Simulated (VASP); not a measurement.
# Zn (Fm-3m) in VASP: notebook

The runs below take Zn through single point, with PBEsol.

All numbers are computed with VASP 6.6.1; they aren't measurements. Logs are shortened: lines on timing, memory, paths and dates and some standing lists are left out, and cuts for length are marked.

### 1 The cell of the first run

Symmetry: Fm-3m, No. 225, cubic system. Conventional cell: a = 3.849 Å, b = 3.849 Å, c = 3.849 Å, α = 90.00°, β = 90.00°, γ = 90.00°. Zn (site symmetry m-3m) has 12 Zn at 2.72 Å within 3.6 Å.

### 2 Single point, PBEsol

Contents of INCAR:

```
  ALGO = Normal
  EDIFF = 1E-6
  ENCUT = 520
  GGA = PS
  ISIF = 2
  ISMEAR = -1
  LASPH = T
  LCHARG = F
  LREAL = F
  LWAVE = F
  NBANDS = 12
  NELM = 60
  PREC = Accurate
  SIGMA = 0.1
```

Contents of KPOINTS:

```
k-points
0
Gamma
  13 13 13
```

Contents of POSCAR:

```
Zn
1.0
    0.0000000000      1.9246672763      1.9246672763
    1.9246672763      0.0000000000      1.9246672763
    1.9246672763      1.9246672763      0.0000000000
Zn
1
Direct
    0.0000000000      0.0000000000      0.0000000000
```

Potentials or basis: VASP PAW PBE potentials, release 64 (Zn).

Command:

```
$ cat potpaw_PBE.64/Zn/POTCAR > POTCAR
$ mpirun -np 1 vasp_std > vasp.out
```

OUTCAR:

```text
EDIFF = 1E-6
   ENCUT = 520
   GGA = PS
   ISIF = 2
   ISMEAR = -1
   LASPH = T
   LREAL = F
   NELM = 60
   PREC = Accurate

 ion  position               nearest neighbor table
   1  0.000  0.000  0.000-

  LATTYP: Found a face centered cubic cell.
 ALAT       =     3.8493345526

  Lattice vectors:

 A1 = (   0.0000000000,   1.9246672763,   1.9246672763)
 A2 = (   1.9246672763,   0.0000000000,   1.9246672763)
 A3 = (   1.9246672763,   1.9246672763,   0.0000000000)

Analysis of symmetry for initial positions (statically):
=====================================================================
 Subroutine PRICEL returns:
 Original cell was already a primitive cell.

 Routine SETGRP: Setting up the symmetry group for a
 face centered cubic supercell.

 Subroutine GETGRP returns: Found 48 space group operations
 (whereof 48 operations were pure point group operations)
 out of a pool of 48 trial point group operations.

The static configuration has the point symmetry O_h .

Analysis of symmetry for dynamics (positions and initial velocities):
=====================================================================
 Subroutine PRICEL returns:
 Original cell was already a primitive cell.

 Routine SETGRP: Setting up the symmetry group for a
 face centered cubic supercell.

 Subroutine GETGRP returns: Found 48 space group operations
 (whereof 48 operations were pure point group operations)
 out of a pool of 48 trial point group operations.

The dynamic configuration has the point symmetry O_h .

 Subroutine INISYM returns: Found 48 space group operations
 (whereof 48 operations are pure point group operations),
 and found     1 'primitive' translations

----------------------------------------------------------------------------------------

                                     Primitive cell

  volume of cell :      14.2593

  direct lattice vectors                    reciprocal lattice vectors
     0.000000000  1.924667276  1.924667276    -0.259785162  0.259785162  0.259785162
     1.924667276  0.000000000  1.924667276     0.259785162 -0.259785162  0.259785162
     1.924667276  1.924667276  0.000000000     0.259785162  0.259785162 -0.259785162

  length of vectors
     2.721890565  2.721890565  2.721890565     0.449961099  0.449961099  0.449961099

  position of ions in fractional coordinates (direct lattice)
     0.000000000  0.000000000  0.000000000

  ion indices of the primitive-cell ions
   primitive index   ion index
                 1           1

----------------------------------------------------------------------------------------

 KPOINTS: k-points

Automatic generation of k-mesh.
 Grid dimensions read from file:
 generate k-points for:   13   13   13

 Generating k-lattice:

  Cartesian coordinates                     Fractional coordinates (reciprocal lattice)
    -0.019983474  0.019983474  0.019983474     0.076923077  0.000000000  0.000000000
     0.019983474 -0.019983474  0.019983474     0.000000000  0.076923077  0.000000000
     0.019983474  0.019983474 -0.019983474     0.000000000  0.000000000  0.076923077

  Length of vectors
     0.034612392  0.034612392  0.034612392

  Shift w.r.t. Gamma in fractional coordinates (k-lattice)
     0.000000000  0.000000000  0.000000000

 Subroutine IBZKPT returns following result:
 ===========================================

 Found     84 irreducible k-points:

 Following reciprocal coordinates:
            Coordinates               Weight
  0.000000  0.000000  0.000000      1.000000
  0.076923  0.000000  0.000000      8.000000
  0.153846  0.000000  0.000000      8.000000
  0.230769  0.000000  0.000000      8.000000
  0.307692  0.000000  0.000000      8.000000
  0.384615  0.000000  0.000000      8.000000
[... 16 lines left out ...]
  0.384615  0.153846  0.000000     24.000000
  0.461538  0.153846  0.000000     24.000000
 [... further k-points ...]
   k-points           NKPTS =     84   k-points in BZ     NKDIM =     84   number of bands    NBANDS=     12
   number of dos      NEDOS =    301   number of ions     NIONS =      1
   total plane-waves  NPLWV =   8000
   dimension x,y,z NGX =    20 NGY =   20 NGZ =   20
   dimension x,y,z NGXF=    40 NGYF=   40 NGZF=   40
   ions per type =               1
   NGX,Y,Z   is equivalent  to a cutoff of  12.22, 12.22, 12.22 a.u.
   NGXF,Y,Z  is equivalent  to a cutoff of  24.43, 24.43, 24.43 a.u.
 SYSTEM =  unknown system
   PREC   = accura    normal or accurate (medium, high low for compatibility)
   ISTART =      0    job   : 0-new  1-cont  2-samecut
   ICHARG =      2    charge: 1-file 2-atom 10-const
   ISPIN  =      1    spin polarized calculation?
   LNONCOLLINEAR =      F non collinear calculations
   LSORBIT =      F    spin-orbit coupling
   LASPH  =      T    aspherical Exc in radial PAW
   ENCUT  =  520.0 eV  38.22 Ry    6.18 a.u.   5.06  5.06  5.06*2*pi/ulx,y,z
   NELM   =     60;   NELMIN=  2; NELMDL= -5     # of ELM steps
   EDIFF  = 0.1E-05   stopping-criterion for ELM
   LREAL  =      F    real-space projection
   EDIFFG = 0.1E-04   stopping-criterion for IOM
   NSW    =      0    number of steps for IOM
   IBRION =     -1    ionic relax: 0-MD 1-quasi-New 2-CG
   NFREE  =      0    steps in history (QN), initial steepest desc. (CG)
   ISIF   =      2    stress and relaxation
   ISYM   =      2    0-nonsym 1-usesym 2-fastsym
   POTIM  = 0.5000    time-step for ionic-motion
   TEBEG  =    0.0;   TEEND  =   0.0 temperature during run
   PSTRESS=    0.0 pullay stress
   NELECT =      12.0000    total number of electrons
   NUPDOWN=      -1.0000    fix difference up-down
   EMIN   =  10.00;   EMAX   =-10.00  energy-range for DOS
   EFERMI =   0.00;   METHOD = LEGACY
   ISMEAR =    -1;   SIGMA  =   0.10  broadening in eV -4-tet -1-fermi 0-gaus
   EFERMI_NEDOS =   21; number of points for ismear=-14 and -15
   IALGO  =     38    algorithm
   IMIX   =      4    mixing-type and parameters
     AMIX     =   0.40;   BMIX     =  1.00
     AMIX_MAG =   1.60;   BMIX_MAG =  1.00
  volume/ion in A,a.u.               =      14.26        96.23
  Fermi-wavevector in a.u.,A,eV,Ry     =   1.545621  2.920800 32.503547  2.388943
  Thomas-Fermi vector in A             =   2.650973
   LORBIT       =      0    0 simple, 1 ext, 2 COOP (PROOUT), +10 PAW based schemes
   GGA     = PS    functional components
   LHFCALC =     F    Hartree Fock is set to
   AEXX    =    0.0000 exact exchange contribution
   IVDW    =     0    specifies the selected vdW correction
   LEPSILON=     F    determine dielectric tensor
   LRPA    =     F    only Hartree local field effects (RPA)
 non-spin polarized calculation
  energy-cutoff  :      520.00
  volume of cell :       14.26
 maximum number of plane-waves:       391
   NGX = 11   NGY = 11   NGZ = 11

 number of electron      12.0000006 magnetization

 Free energy of the ion-electron system (eV)
  ---------------------------------------------------
  ext. energy  EPLUGINS =         0.00000000
  ---------------------------------------------------
  free energy    TOTEN  =        -1.56523693 eV

  energy without entropy =       -1.55679705  energy(sigma->0) =       -1.56101699

 E-fermi :   3.3499     XC(G=0): -12.0545

 val. band max:        3.1821257956   @ k =  -0.3846   0.3846   0.0769
 cond. band min:       3.3728705382   @ k =  -0.3846   0.3077   0.0000
 fundamental gap:      0.1907447426
 Fermi energy:         3.3499466812

 k-point     1 :       0.0000    0.0000    0.0000
  band No.  band energies     occupation
      1      -7.5144      2.00000
      2      -4.3966      2.00000
      3      -4.3966      2.00000
      4      -4.3966      2.00000
      5      -3.9662      2.00000
      6      -3.9662      2.00000
      7      22.4804      0.00000
      8      22.4804      0.00000
      9      22.4804      0.00000
     10      22.7498      0.00000
     11      25.1798      0.00000
     12      25.1798      0.00000

 k-point     2 :       0.0769    0.0000    0.0000
  band No.  band energies     occupation
      1      -7.3282      2.00000
      2      -4.4135      2.00000
      3      -4.3742      2.00000
      4      -4.3742      2.00000
      5      -3.9726      2.00000
      6      -3.9726      2.00000
      7      19.4981      0.00000
      8      21.8953      0.00000
      9      21.8953      0.00000
     10      22.6160      0.00000
     11      26.0844      0.00000
     12      26.0844      0.00000

 k-point     3 :       0.1538    0.0000    0.0000
  band No.  band energies     occupation
      1      -6.7872      2.00000
      2      -4.4405      2.00000
      3      -4.3259      2.00000
      4      -4.3259      2.00000
      5      -3.9754      2.00000
      6      -3.9754      2.00000
      7      15.5875      0.00000
      8      20.9858      0.00000
      9      20.9858      0.00000
     10      22.4337      0.00000
     11      27.9104      0.00000
     12      27.9186      0.00000
[... 286 lines left out ...]
 k-point    23 :       0.3846    0.1538    0.0000
  band No.  band energies     occupation
      1      -5.0441      2.00000
      2      -4.4387      2.00000
      3      -4.3044      2.00000
      4      -4.1934      2.00000
      5      -3.6898      2.00000
      6      -2.4925      2.00000
      7       7.9583      0.00000
      8      16.0463      0.00000
      9      16.5503      0.00000
     10      18.6826      0.00000
     11      26.4151      0.00000
     12      28.8472      0.00000

 k-point    24 :       0.4615    0.1538    0.0000
  band No.  band energies     occupation
      1      -5.0330      2.00000
      2      -4.4733      2.00000
      3      -4.2323      2.00000
      4      -4.1135      2.00000
      5      -3.6400      2.00000
      6      -0.8107      2.00000
      7       4.9836      0.00000
      8      15.1493      0.00000
      9      16.2003      0.00000
     10      18.7739      0.00000
     11      27.5410      0.00000
     12      28.1918      0.00000

 [... further k-points ...]
[... 5 lines left out ...]
  --------------------------------------------------------------------------------------
  -------------------------------------------------------------------------------------
  Total       -0.0239791     -0.0239791     -0.0239791      0.0000000     -0.0000000      0.0000000
  in kB       -2.6942984     -2.6942984     -2.6942984      0.0000000     -0.0000000      0.0000000
  external PRESSURE =      -2.6942984 kB  Pullay stress =       0.0000000 kB

 VOLUME and BASIS-vectors are now :
 -----------------------------------------------------------------------------
  energy-cutoff  :      520.00
  volume of cell :       14.26
      direct lattice vectors                 reciprocal lattice vectors
     0.000000000  1.924667276  1.924667276    -0.259785162  0.259785162  0.259785162
     1.924667276  0.000000000  1.924667276     0.259785162 -0.259785162  0.259785162
     1.924667276  1.924667276  0.000000000     0.259785162  0.259785162 -0.259785162

 POSITION                                       TOTAL-FORCE (eV/Angst)
 -----------------------------------------------------------------------------------
      0.00000      0.00000      0.00000        -0.000000     -0.000000     -0.000000
 -----------------------------------------------------------------------------------
    total drift:                               -0.000000     -0.000000     -0.000000

  FREE ENERGIE OF THE ION-ELECTRON SYSTEM (eV)
  ---------------------------------------------------
  free  energy   TOTEN  =        -1.5652369276 eV

  energy  without entropy=       -1.5567970509  energy(sigma->0) =       -1.56101699
```

It took 9.5 s on 1 thread of AMD EPYC 7R13 (Zen 3), shared host; peak memory 0.1 GiB.

What came out:

```
Free energy            : -1.5652 eV
Pressure               : -0.3 GPa
Band gap on the k mesh : zero (band 6 reaches 4.44 eV, above the bottom of band 7 at 2.27 eV)
```

Caveat: the PAW data sets were made with another functional, which shifts forces and pressure a little.

### 3 Single point, PBEsol

This run uses another cell than the first one, of 14.56 Å³/atom, 1.021 times its volume.

Contents of INCAR:

```
SYSTEM = Zn
PREC = Accurate ; ENCUT = 520
EDIFF = 1E-6 ; ISMEAR = -1
SIGMA = 0.1 ; LREAL = .FALSE.
LASPH = .TRUE. ; NELM = 80
ALGO = Normal ; ISIF = 2
LWAVE = .FALSE. ; LCHARG = .FALSE.
GGA = PS ; NBANDS = 12
```

Contents of KPOINTS:

```
regular mesh
0
G
  13 13 13
  0 0 0
```

Contents of POSCAR:

```
Zn
1.0
    0.0000000000      1.9382217178      1.9382217178
    1.9382217178      0.0000000000      1.9382217178
    1.9382217178      1.9382217178      0.0000000000
Zn
1
Direct
    0.0000000000      0.0000000000      0.0000000000
```

Potentials or basis: VASP PAW PBE potentials, release 64 (Zn).

Command:

```
$ cat potpaw_PBE.64/Zn/POTCAR > POTCAR
$ mpirun -np 1 vasp_std > vasp.out
```

OUTCAR:

```text
SYSTEM = Zn
   PREC = Accurate
   ENCUT = 520
   EDIFF = 1E-6
   ISMEAR = -1
   LREAL = .FALSE.
   LASPH = .TRUE.
   NELM = 80
   ISIF = 2
   GGA = PS

 ion  position               nearest neighbor table
   1  0.000  0.000  0.000-

  LATTYP: Found a face centered cubic cell.
 ALAT       =     3.8764434356

  Lattice vectors:

 A1 = (   0.0000000000,   1.9382217178,   1.9382217178)
 A2 = (   1.9382217178,   0.0000000000,   1.9382217178)
 A3 = (   1.9382217178,   1.9382217178,   0.0000000000)

Analysis of symmetry for initial positions (statically):
[... 530 lines left out ...]
      7       4.7905      0.00000
      8      14.8181      0.00000
      9      15.8585      0.00000
     10      18.4317      0.00000
     11      27.0689      0.00000
     12      27.7177      0.00000

 [... further k-points ...]
[... 5 lines left out ...]
  --------------------------------------------------------------------------------------
  -------------------------------------------------------------------------------------
  Total       -0.1813129     -0.1813129     -0.1813129      0.0000000      0.0000000      0.0000000
  in kB      -19.9479821    -19.9479821    -19.9479821      0.0000000      0.0000000      0.0000000
  external PRESSURE =     -19.9479821 kB  Pullay stress =       0.0000000 kB

 VOLUME and BASIS-vectors are now :
 -----------------------------------------------------------------------------
  energy-cutoff  :      520.00
  volume of cell :       14.56
      direct lattice vectors                 reciprocal lattice vectors
     0.000000000  1.938221718  1.938221718    -0.257968423  0.257968423  0.257968423
     1.938221718  0.000000000  1.938221718     0.257968423 -0.257968423  0.257968423
     1.938221718  1.938221718  0.000000000     0.257968423  0.257968423 -0.257968423

 POSITION                                       TOTAL-FORCE (eV/Angst)
 -----------------------------------------------------------------------------------
      0.00000      0.00000      0.00000        -0.000000      0.000000     -0.000000
 -----------------------------------------------------------------------------------
    total drift:                               -0.000000     -0.000000     -0.000000

  FREE ENERGIE OF THE ION-ELECTRON SYSTEM (eV)
  ---------------------------------------------------
  free  energy   TOTEN  =        -1.5630753690 eV

  energy  without entropy=       -1.5543873110  energy(sigma->0) =       -1.55873134
```

OSZICAR:

```text
N       E                     dE             d eps       ncg     rms          rms(c)
DAV:   1     0.415933881480E+02    0.41593E+02   -0.66158E+03  2116   0.160E+03
DAV:   2    -0.537444259404E+00   -0.42131E+02   -0.39348E+02  2080   0.209E+02
DAV:   3    -0.171196050602E+01   -0.11745E+01   -0.11727E+01  2364   0.357E+01
DAV:   4    -0.171424570480E+01   -0.22852E-02   -0.22851E-02  2288   0.152E+00
DAV:   5    -0.171424723453E+01   -0.15297E-05   -0.15303E-05  2332   0.392E-02    0.317E+00
DAV:   6    -0.157392704648E+01    0.14032E+00   -0.78996E-01  2424   0.180E+01    0.231E+00
DAV:   7    -0.156642263265E+01    0.75044E-02   -0.15850E-02  2260   0.249E+00    0.119E+00
DAV:   8    -0.156308830107E+01    0.33343E-02   -0.11113E-03  2748   0.470E-01    0.298E-02
DAV:   9    -0.156307676545E+01    0.11536E-04   -0.12050E-04  3048   0.189E-01    0.268E-02
DAV:  10    -0.156307544711E+01    0.13183E-05   -0.11857E-05  2200   0.613E-02    0.144E-03
DAV:  11    -0.156307536895E+01    0.78156E-07   -0.13429E-07  1280   0.572E-03
   1 F= -.15630754E+01 E0= -.15587313E+01  d E =-.868806E-02
```

Run time: 9.5 s. Hardware: 1 thread of AMD EPYC 7R13 (Zen 3), shared host; peak memory 0.1 GiB.

Results:

- Free energy: -1.5631 eV
- Pressure: -2.0 GPa
- Band gap on the k mesh: zero (band 6 reaches 4.29 eV, above the bottom of band 7 at 2.08 eV)

Caveat: the PAW data sets were made with another functional, which shifts forces and pressure a little.

(Continued in part 2 of 2.)
